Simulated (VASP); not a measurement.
# ZnS (P6_3mc) in VASP: notebook

Runs on ZnS. Level: r2SCAN. Tasks: single point.

Program: VASP 6.6.1. These are calculated values, not measurements. Logs are shortened: lines on timing, memory, paths and dates and some standing lists are left out, and cuts for length are marked.

## (1) The cell of the first run

The structure is hexagonal, space group P6_3mc (No. 186). The conventional cell has a = 3.578 Å, b = 3.578 Å, c = 5.930 Å, α = 90.00°, β = 90.00°, γ = 120.00°. Zn (site symmetry 3m) has 4 S at 2.20 Å within 2.9 Å. Within 2.9 Å of S (site symmetry 3m) lie 4 Zn at 2.20 Å.

## (2) Single point, r2SCAN

File POSCAR:

```
ZnS
1.0
    3.5784085092      0.0000000000      0.0000000000
   -1.7892042546      3.0989926741      0.0000000000
    0.0000000000      0.0000000000      5.9303746993
Zn S
2 2
Direct
    0.3333333333      0.6666666667      0.0020622314
    0.6666666667      0.3333333333      0.5020622314
    0.3333333333      0.6666666667      0.3729377686
    0.6666666667      0.3333333333      0.8729377686
```

File INCAR.step1:

```
ALGO = Normal ; EDIFF = 1E-4
ENCUT = 520 ; GGA = PE
ISMEAR = 0 ; LASPH = T
LCHARG = F ; LREAL = F
LWAVE = T ; NBANDS = 26
NELM = 80 ; PREC = Accurate
SIGMA = 0.02
```

File INCAR.step2:

```
ALGO = Normal ; EDIFF = 1E-7
ENCUT = 520 ; ISIF = 2
ISMEAR = 0 ; ISTART = 1
LASPH = T ; LCHARG = F
LMIXTAU = T ; LREAL = F
LWAVE = F ; METAGGA = R2SCAN
NBANDS = 26 ; NELM = 80
PREC = Accurate ; SIGMA = 0.02
```

File KPOINTS:

```
k-points
0
Gamma
  6 6 4
```

Potentials or basis: VASP PAW PBE potentials, release 64 (Zn, S).

The run is started by

```
cat potpaw_PBE.64/Zn/POTCAR potpaw_PBE.64/S/POTCAR > POTCAR
cp INCAR.step1 INCAR
mpirun -np 1 vasp_std > vasp.out
cp INCAR.step2 INCAR
mpirun -np 1 vasp_std > vasp.out
```

OUTCAR:

```text
EDIFF = 1E-7
   ENCUT = 520
   ISIF = 2
   ISMEAR = 0
   ISTART = 1
   LASPH = T
   LREAL = F
   METAGGA = R2SCAN
   NELM = 80
   PREC = Accurate

 ion  position               nearest neighbor table
   1  0.333  0.667  0.002-   3 2.20   4 2.20   4 2.20   4 2.20
   2  0.667  0.333  0.502-   4 2.20   3 2.20   3 2.20   3 2.20
   3  0.333  0.667  0.373-   1 2.20   2 2.20   2 2.20   2 2.20
   4  0.667  0.333  0.873-   2 2.20   1 2.20   1 2.20   1 2.20

  LATTYP: Found a hexagonal cell.
 ALAT       =     3.5784085092
 C/A-ratio  =     1.6572659840

  Lattice vectors:

 A1 = (   3.5784085092,   0.0000000000,   0.0000000000)
 A2 = (  -1.7892042546,   3.0989926741,   0.0000000000)
 A3 = (   0.0000000000,   0.0000000000,   5.9303746993)

Analysis of symmetry for initial positions (statically):
=====================================================================
 Subroutine PRICEL returns:
 Original cell was already a primitive cell.

 Routine SETGRP: Setting up the symmetry group for a
 hexagonal supercell.

 Subroutine GETGRP returns: Found 12 space group operations
 (whereof  6 operations were pure point group operations)
 out of a pool of 24 trial point group operations.

The static configuration has the point symmetry C_3v.
 The point group associated with its full space group is C_6v.

Analysis of symmetry for dynamics (positions and initial velocities):
=====================================================================
 Subroutine PRICEL returns:
 Original cell was already a primitive cell.

 Routine SETGRP: Setting up the symmetry group for a
 hexagonal supercell.

 Subroutine GETGRP returns: Found 12 space group operations
 (whereof  6 operations were pure point group operations)
 out of a pool of 24 trial point group operations.

The dynamic configuration has the point symmetry C_3v.
 The point group associated with its full space group is C_6v.

 Subroutine INISYM returns: Found 12 space group operations
 (whereof  6 operations are pure point group operations),
 and found     1 'primitive' translations

----------------------------------------------------------------------------------------

                                     Primitive cell

  volume of cell :      65.7647

  direct lattice vectors                    reciprocal lattice vectors
     3.578408509  0.000000000  0.000000000     0.279453840  0.161342750  0.000000000
    -1.789204255  3.098992674  0.000000000     0.000000000  0.322685500  0.000000000
     0.000000000  0.000000000  5.930374699     0.000000000  0.000000000  0.168623409

  length of vectors
     3.578408509  3.578408509  5.930374699     0.322685500  0.322685500  0.168623409

  position of ions in fractional coordinates (direct lattice)
     0.333333333  0.666666667  0.002062231
     0.666666667  0.333333333  0.502062231
     0.333333333  0.666666667  0.372937769
     0.666666667  0.333333333  0.872937769

  ion indices of the primitive-cell ions
   primitive index   ion index
                 1           1
                 2           2
                 3           3
                 4           4

----------------------------------------------------------------------------------------

 KPOINTS: k-points

Automatic generation of k-mesh.
 Grid dimensions read from file:
 generate k-points for:    6    6    4

 Generating k-lattice:

  Cartesian coordinates                     Fractional coordinates (reciprocal lattice)
     0.046575640  0.026890458  0.000000000     0.166666667  0.000000000  0.000000000
     0.000000000  0.053780917  0.000000000     0.000000000  0.166666667  0.000000000
     0.000000000  0.000000000  0.042155852     0.000000000  0.000000000  0.250000000

  Length of vectors
     0.053780917  0.053780917  0.042155852

  Shift w.r.t. Gamma in fractional coordinates (k-lattice)
     0.000000000  0.000000000  0.000000000

 Subroutine IBZKPT returns following result:
 ===========================================

 Found     21 irreducible k-points:

 Following reciprocal coordinates:
            Coordinates               Weight
  0.000000  0.000000  0.000000      1.000000
  0.166667  0.000000  0.000000      6.000000
  0.333333  0.000000  0.000000      6.000000
  0.500000  0.000000  0.000000      3.000000
  0.166667  0.166667  0.000000      6.000000
  0.333333  0.166667  0.000000     12.000000
[... 13 lines left out ...]
  0.333333  0.166667  0.500000     12.000000
  0.333333  0.333333  0.500000      2.000000
   k-points           NKPTS =     21   k-points in BZ     NKDIM =     21   number of bands    NBANDS=     26
   number of dos      NEDOS =    301   number of ions     NIONS =      4
   total plane-waves  NPLWV =  37632
   dimension x,y,z NGX =    28 NGY =   28 NGZ =   48
   dimension x,y,z NGXF=    56 NGYF=   56 NGZF=   96
   ions per type =               2   2
   NGX,Y,Z   is equivalent  to a cutoff of  13.01, 13.01, 13.46 a.u.
   NGXF,Y,Z  is equivalent  to a cutoff of  26.02, 26.02, 26.91 a.u.
 SYSTEM =  unknown system
   PREC   = accura    normal or accurate (medium, high low for compatibility)
   ISTART =      1    job   : 0-new  1-cont  2-samecut
   ICHARG =      0    charge: 1-file 2-atom 10-const
   ISPIN  =      1    spin polarized calculation?
   LNONCOLLINEAR =      F non collinear calculations
   LSORBIT =      F    spin-orbit coupling
   LASPH  =      T    aspherical Exc in radial PAW
   ENCUT  =  520.0 eV  38.22 Ry    6.18 a.u.   6.65  6.65 11.03*2*pi/ulx,y,z
   NELM   =     80;   NELMIN=  2; NELMDL=  0     # of ELM steps
   EDIFF  = 0.1E-06   stopping-criterion for ELM
   LREAL  =      F    real-space projection
   EDIFFG = 0.1E-05   stopping-criterion for IOM
   NSW    =      0    number of steps for IOM
   IBRION =     -1    ionic relax: 0-MD 1-quasi-New 2-CG
   NFREE  =      0    steps in history (QN), initial steepest desc. (CG)
   ISIF   =      2    stress and relaxation
   ISYM   =      2    0-nonsym 1-usesym 2-fastsym
   POTIM  = 0.5000    time-step for ionic-motion
   TEBEG  =    0.0;   TEEND  =   0.0 temperature during run
   PSTRESS=    0.0 pullay stress
   NELECT =      36.0000    total number of electrons
   NUPDOWN=      -1.0000    fix difference up-down
   EMIN   =  10.00;   EMAX   =-10.00  energy-range for DOS
   EFERMI =   0.00;   METHOD = LEGACY
   ISMEAR =     0;   SIGMA  =   0.02  broadening in eV -4-tet -1-fermi 0-gaus
   EFERMI_NEDOS =   21; number of points for ismear=-14 and -15
   IALGO  =     38    algorithm
   IMIX   =      4    mixing-type and parameters
     AMIX     =   0.40;   BMIX     =  1.00
     AMIX_MAG =   1.60;   BMIX_MAG =  1.00
  volume/ion in A,a.u.               =      16.44       110.95
  Fermi-wavevector in a.u.,A,eV,Ry     =   1.339198  2.530717 24.401387  1.793451
  Thomas-Fermi vector in A             =   2.467609
   LORBIT       =      0    0 simple, 1 ext, 2 COOP (PROOUT), +10 PAW based schemes
   METAGGA = R2SCAN    functional components
   LHFCALC =     F    Hartree Fock is set to
   AEXX    =    0.0000 exact exchange contribution
   IVDW    =     0    specifies the selected vdW correction
   LEPSILON=     F    determine dielectric tensor
   LRPA    =     F    only Hartree local field effects (RPA)
 non-spin polarized calculation
 Gauss-broadening in eV      SIGMA  =   0.02
  energy-cutoff  :      520.00
  volume of cell :       65.76
 maximum number of plane-waves:      1798
 NGX is ok and might be reduce to    28
   NGX = 13   NGY = 13   NGZ = 23

 number of electron      35.9999989 magnetization

 Free energy of the ion-electron system (eV)
  ---------------------------------------------------
  ext. energy  EPLUGINS =         0.00000000
  ---------------------------------------------------
  free energy    TOTEN  =       -37.04452140 eV

  energy without entropy =      -37.04452140  energy(sigma->0) =      -37.04452140

 E-fermi :   3.8748     XC(G=0): -11.2372

 val. band max:        3.7929503927   @ k =   0.0000   0.0000   0.0000
 cond. band min:       7.4117402645   @ k =   0.0000   0.0000   0.0000
 fundamental gap:      3.6187898718
 Fermi energy:         3.8748248664

 k-point     1 :       0.0000    0.0000    0.0000
  band No.  band energies     occupation
      1     -11.4386      2.00000
      2     -10.1291      2.00000
      3      -3.7009      2.00000
      4      -3.6468      2.00000
      5      -3.6468      2.00000
      6      -3.5183      2.00000
[... 18 lines left out ...]
     25      12.0472      0.00000
     26      14.3138      0.00000

 k-point     2 :       0.1667    0.0000    0.0000
  band No.  band energies     occupation
      1     -11.1857      2.00000
      2      -9.9840      2.00000
      3      -3.6939      2.00000
      4      -3.6451      2.00000
      5      -3.5987      2.00000
      6      -3.5021      2.00000
[... 18 lines left out ...]
     25      12.5686      0.00000
     26      13.0831      0.00000

 k-point     3 :       0.3333    0.0000    0.0000
  band No.  band energies     occupation
      1     -10.5644      2.00000
      2      -9.7167      2.00000
      3      -3.7502      2.00000
      4      -3.5843      2.00000
      5      -3.5267      2.00000
      6      -3.3502      2.00000
[... 18 lines left out ...]
     25      13.3470      0.00000
     26      15.0843      0.00000

 k-point     4 :       0.5000    0.0000    0.0000
  band No.  band energies     occupation
      1     -10.1191      2.00000
      2      -9.6585      2.00000
      3      -3.7218      2.00000
      4      -3.5056      2.00000
      5      -3.4870      2.00000
      6      -3.3386      2.00000
[... 18 lines left out ...]
     25      13.8232      0.00000
     26      16.6637      0.00000
[... 409 lines left out ...]
      1     -10.2871      2.00000
      2     -10.2871      2.00000
      3      -3.7599      2.00000
      4      -3.7599      2.00000
      5      -3.4862      2.00000
      6      -3.4862      2.00000
[... 18 lines left out ...]
     25      12.8696      0.00000
     26      12.8696      0.00000

 k-point    20 :       0.3333    0.1667    0.5000
  band No.  band energies     occupation
      1      -9.8827      2.00000
      2      -9.8827      2.00000
      3      -3.7077      2.00000
      4      -3.7077      2.00000
      5      -3.3981      2.00000
      6      -3.3981      2.00000
[... 18 lines left out ...]
     25      14.0461      0.00000
     26      14.0461      0.00000

 k-point    21 :       0.3333    0.3333    0.5000
  band No.  band energies     occupation
      1      -9.7424      2.00000
      2      -9.7424      2.00000
      3      -3.5588      2.00000
      4      -3.5588      2.00000
      5      -3.4698      2.00000
      6      -3.4698      2.00000
[... 18 lines left out ...]
     25      14.1235      0.00000
     26      14.1235      0.00000

------------------------ aborting loop because EDIFF is reached ----------------------------------------

  FORCE on cell =-STRESS in cart. coord.  units (eV):
  Direction    XX          YY          ZZ          XY          YZ          ZX
  --------------------------------------------------------------------------------------
  -------------------------------------------------------------------------------------
  Total        8.2604299      8.2604299      8.2930132      0.0000000      0.0000000     -0.0000000
  in kB      201.2429291    201.2429291    202.0367328      0.0000000      0.0000000     -0.0000000
  external PRESSURE =     201.5075303 kB  Pullay stress =       0.0000000 kB

 VOLUME and BASIS-vectors are now :
 -----------------------------------------------------------------------------
  energy-cutoff  :      520.00
  volume of cell :       65.76
      direct lattice vectors                 reciprocal lattice vectors
     3.578408509  0.000000000  0.000000000     0.279453840  0.161342750  0.000000000
    -1.789204255  3.098992674  0.000000000     0.000000000  0.322685500  0.000000000
     0.000000000  0.000000000  5.930374699     0.000000000  0.000000000  0.168623409

 POSITION                                       TOTAL-FORCE (eV/Angst)
 -----------------------------------------------------------------------------------
     -0.00000      2.06600      0.01223         0.000000      0.000000     -0.000524
      1.78920      1.03300      2.97742        -0.000000      0.000000     -0.000524
     -0.00000      2.06600      2.21166        -0.000000      0.000000      0.000524
      1.78920      1.03300      5.17685        -0.000000     -0.000000      0.000524
 -----------------------------------------------------------------------------------
    total drift:                               -0.000000     -0.000000     -0.002359

  FREE ENERGIE OF THE ION-ELECTRON SYSTEM (eV)
  ---------------------------------------------------
  free  energy   TOTEN  =       -37.0445214048 eV

  energy  without entropy=      -37.0445214048  energy(sigma->0) =      -37.04452140
```

Wall time 86 s (1 thread of Intel Xeon 6975P-C (Granite Rapids), shared host); peak memory 0.2 GiB.

Results:

- Free energy: -37.0445 eV
- Pressure: 20.2 GPa
- Band gap on the k mesh: 3.62 eV, direct

Caveat: the PAW data sets were made with another functional, which shifts forces and pressure a little.

## (3) Single point, r2SCAN

POSCAR is that of step 2.

File INCAR.step1:

```
SYSTEM = ZnS
PREC = Accurate
ENCUT = 520
ISMEAR = 0
SIGMA = 0.02
LREAL = .FALSE.
LASPH = .TRUE.
NELM = 100
NBANDS = 26
GGA = PE
ALGO = Normal
EDIFF = 1E-4
LWAVE = .TRUE.
LCHARG = .FALSE.
```

File INCAR.step2:

```
SYSTEM = ZnS
PREC = Accurate
ENCUT = 520
EDIFF = 1E-6
ISMEAR = 0
SIGMA = 0.02
LREAL = .FALSE.
LASPH = .TRUE.
NELM = 100
ALGO = Normal
ISIF = 2
LWAVE = .FALSE.
LCHARG = .FALSE.
METAGGA = R2SCAN
LMIXTAU = .TRUE.
NBANDS = 26
ISTART = 1
```

File KPOINTS:

```
Automatic mesh
0
G
  6 6 4
  0 0 0
```

Potentials or basis: VASP PAW PBE potentials, release 64 (Zn, S).

The run is started by

```
cat potpaw_PBE.64/Zn/POTCAR potpaw_PBE.64/S/POTCAR > POTCAR
cp INCAR.step1 INCAR
mpirun -np 1 vasp_std > vasp.out
cp INCAR.step2 INCAR
mpirun -np 1 vasp_std > vasp.out
```

It took 74 s on 1 thread of Intel Xeon 6975P-C (Granite Rapids), shared host; peak memory 0.2 GiB.

It converged, with:

```
Free energy            : -37.0445 eV
Pressure               : 20.2 GPa
Band gap on the k mesh : 3.62 eV, direct
```

Stress tensor (GPa, compression positive):
```
20.13  0.00  0.00
 0.00 20.13  0.00
 0.00  0.00 20.20
```

Levels at points of the mesh, in eV from the valence-band top:
| k point | band 16 | band 17 | band 18 | band 19 | band 20 | band 21 |
| --- | --- | --- | --- | --- | --- | --- |
| (0.00, 0.00, 0.00) | -0.19 | 0.00 | 0.00 | 3.62 | 4.00 | 6.62 |
| (0.50, 0.00, 0.00) | -3.03 | -2.37 | -1.20 | 3.82 | 5.09 | 5.22 |
| (0.00, 0.00, 0.50) | -0.64 | -0.64 | -0.64 | 4.62 | 4.62 | 7.12 |
| (0.50, 0.00, 0.50) | -2.25 | -2.18 | -2.18 | 3.84 | 3.84 | 5.44 |

Caveat: the PAW data sets were made with another functional, which shifts forces and pressure a little. A k mesh can miss the band edges.

[end of part 1 of 2]
